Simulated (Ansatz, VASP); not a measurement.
## Al2Cu: VASP beside Ansatz

The input INCAR:

```
SYSTEM = Al2Cu
PREC     = Accurate       ! precision mode
ENCUT    = 520            ! plane-wave cutoff, eV
EDIFF    = 1E-6           ! SCF threshold, eV
ISMEAR   = 0              ! smearing method
SIGMA    = 0.1            ! smearing width, eV
LREAL    = .FALSE.        ! projectors in reciprocal space
LASPH    = .TRUE.         ! aspherical terms in the spheres
NELM     = 80             ! most SCF steps
ALGO     = Fast           ! electronic algorithm
ISIF     = 2              ! what is computed and relaxed
LWAVE    = .FALSE.        ! write WAVECAR
LCHARG   = .FALSE.        ! write CHGCAR
GGA      = PS             ! functional
NBANDS   = 26             ! bands
```

File KPOINTS:

```
regular mesh
0
G
  14 14 14
  0 0 0
```

File POSCAR:

```
Al2Cu
1.0
   -2.9961666526      2.9961666526      2.4142997894
    2.9961666526     -2.9961666526      2.4142997894
    2.9961666526      2.9961666526     -2.4142997894
Al Cu
4 2
Direct
    0.3406588574      0.1593411426      0.5000000000
    0.1593411426      0.6593411426      0.8186822852
    0.8406588574      0.3406588574      0.1813177148
    0.6593411426      0.8406588574      0.5000000000
    0.7500000000      0.7500000000      0.0000000000
    0.2500000000      0.2500000000      0.0000000000
```

Input for Ansatz:

```yaml
crystal:
  lattice:
    - [-2.9961666526, 2.9961666526, 2.4142997894]
    - [2.9961666526, -2.9961666526, 2.4142997894]
    - [2.9961666526, 2.9961666526, -2.4142997894]
  atoms:
    - { symbol: Al, position: [0.3406588574, 0.1593411426, 0.5] }
    - { symbol: Al, position: [0.1593411426, 0.6593411426, 0.8186822852] }
    - { symbol: Al, position: [0.8406588574, 0.3406588574, 0.1813177148] }
    - { symbol: Al, position: [0.6593411426, 0.8406588574, 0.5] }
    - { symbol: Cu, position: [0.75, 0.75, 0.0] }
    - { symbol: Cu, position: [0.25, 0.25, 0.0] }
basis:
  ecutwfc: 420
kpoints:
  mp_grid: { grid: [14, 14, 14] }
hamiltonian:
  xc: pbesol
  pseudopotentials: { kind: paw, azcp: { folder: soft_1 } }
scf:
  occupations: { method: gaussian, width: 0.1 }
output:
  forces: true
  stress: true
  eigenvalues: true
```

Alike in both runs: task single point; functional PBEsol; k mesh 14 × 14 × 14; occupations gaussian, width 0.1 eV; no spin polarisation.

|  | VASP | Ansatz |
| --- | --- | --- |
| version | VASP 6.6.1 | Ansatz 0.2.0 |
| potentials or method | VASP PAW PBE potentials, release 64 (Al, Cu), cutoff 520 eV | scalar-relativistic, plane waves, PAW |
| valence electrons in the cell | 34 | 50 |

|  | VASP | Ansatz | Ansatz less VASP |
| --- | --- | --- | --- |
| gap on the k mesh at the Fermi level (eV) | none | none | - |
| pressure (GPa) | 0.0 | 0.0 | +0.05 |
| traceless stress, the component that is largest in VASP (GPa) | -0.19 | -0.21 | -0.015 |
| rms of the force components (eV/Å) | 0.005 | 0.004 | -0.0010 |

VASP's potentials were made for PBE, not for PBEsol, and Ansatz warns of the same on its side. Atom by atom the forces differ by 0.001 eV/Å (rms over components). A gap of «none» marks a metal or a gap that the smearing closes. VASP's potentials hold 34 valence electrons a cell and Ansatz's 50, so a difference there can come from the potentials and not from the codes.
